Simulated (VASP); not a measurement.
A run of VASP 6.6.1 is set up as follows.

INCAR

```
PREC = Accurate
ENCUT = 520
EDIFF = 1E-6
ISMEAR = -1
SIGMA = 0.1999
LREAL = Auto
LASPH = T
NELM = 80
ALGO = Normal
ISIF = 2
LWAVE = F
LCHARG = F
GGA = PE
ISYM = 0
NBANDS = 94
```

Contents of KPOINTS:

```
Automatic mesh
0
Gamma
  1 1 1
  0.25 0.25 0.25
```

Contents of POSCAR:

```
TaSi2
1.0
    7.2389490000     -0.0789630000     -0.1139910000
   -0.0789630000      7.5148510000      0.0255970000
   -0.1139910000      0.0255970000      7.3977730000
Si Ta
16 8
Direct
    0.4264635778      0.7397278160      0.7305748901
    0.5254612982      0.8047148484      0.3971878527
    0.5931212269      0.7698712070      1.0004383871
    0.1343264095      0.0880375607      0.5258688668
    0.6892079771      0.3003420305      0.8703098421
    0.8289262349      0.8608505986      0.2646997870
    0.1313635544      0.9820578909      0.1378339842
    0.2754386895      0.2631447528      0.2805741424
    0.1723877251      0.6340316361      0.5081445918
    0.4913789688      0.4517873582      0.0962252260
    0.5401632693      0.1156049403      0.3473067654
    0.1520257540      0.8334715018      0.8489378084
    0.3191315212      0.3601857971      0.7080511183
    0.4739922626      1.0980280448      0.6586592517
    0.1300933623      0.3388178431     -0.0220355839
    0.8110189514      0.5276740329      0.3235439894
    0.8921929261      0.1840259821      0.2897759165
    0.8436068681      0.8000184386      0.5946542991
    0.5561106455      0.4327573921      0.4851679441
    0.9269617916      0.3748105770      0.6095653753
    0.4523205405      0.0930363999      0.0156230825
    0.8607440670      0.6188818230      0.9292982576
    0.8335090603     -0.0011016011      0.9069712911
    0.2852154344      0.6563063053      0.1631976975
```

Potentials or basis: VASP PAW PBE potentials, release 64 (Si, Ta_pv).

Launch:

```bash
$ cat potpaw_PBE.64/Si/POTCAR potpaw_PBE.64/Ta_pv/POTCAR > POTCAR
$ mpirun -np 1 vasp_std > vasp.out
```

(1) Estimate the pressure.

(2) Predict the band gap on the k mesh.

## Answers

(1) 1.9 GPa.

(2) 0.07 eV.

Caveat: the k points lie up to 0.87 Å⁻¹ apart; spin-orbit coupling is left out, which moves the levels of the heavy elements.
